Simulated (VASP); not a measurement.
A run of VASP 6.6.1 is set up as follows.

The input INCAR:

```
SYSTEM = MgO
PREC = Accurate
ENCUT = 600
EDIFF = 1E-6
ISMEAR = 0
SIGMA = 0.05
LREAL = .FALSE.
LASPH = .TRUE.
NELM = 120
ALGO = Normal
ISIF = 2
LWAVE = .FALSE.
LCHARG = .TRUE.
GGA = CA
LELF = .TRUE.
LVHAR = .TRUE.
NBANDS = 11
GGA_COMPAT = .FALSE.
```

The input KPOINTS:

```
Automatic mesh
0
G
  6 6 6
  0 0 0
```

Contents of POSCAR:

```
MgO
1.0
    0.0000000000      2.1351500000      2.1351500000
    2.1351500000      0.0000000000      2.1351500000
    2.1351500000      2.1351500000      0.0000000000
Mg O
1 1
Direct
   -0.0526895066     -0.0526895066      0.0526895066
    0.5000000000      0.5000000000      0.5000000000
```

Potentials or basis: VASP PAW LDA potentials, release 64 (Mg, O).

Run with:

```bash
$ cat potpaw_LDA.64/Mg/POTCAR potpaw_LDA.64/O/POTCAR > POTCAR
$ mpirun -np 1 vasp_std > vasp.out
```

Problem. Estimate the largest force.

Solution. 1.320 eV/Å.

Problem. Estimate the pressure.

Solution. -8.9 GPa.

Problem. Estimate the band gap on the k mesh.

Solution. 4.26 eV, direct.

Stress tensor (GPa, compression positive):
```
-14.17   0.00   0.00
  0.00 -14.17   0.00
  0.00   0.00   1.63
```

Caveat: the k points lie up to 0.42 Å⁻¹ apart; the cell differs from its parent crystal (all Mg atoms moved +0.225 Å, as atom 1 towards its neighbour atom 2 (O) at 2.135 Å); forces of over 1 eV/Å act on the atoms, so gaps and moduli don't describe the material at rest.
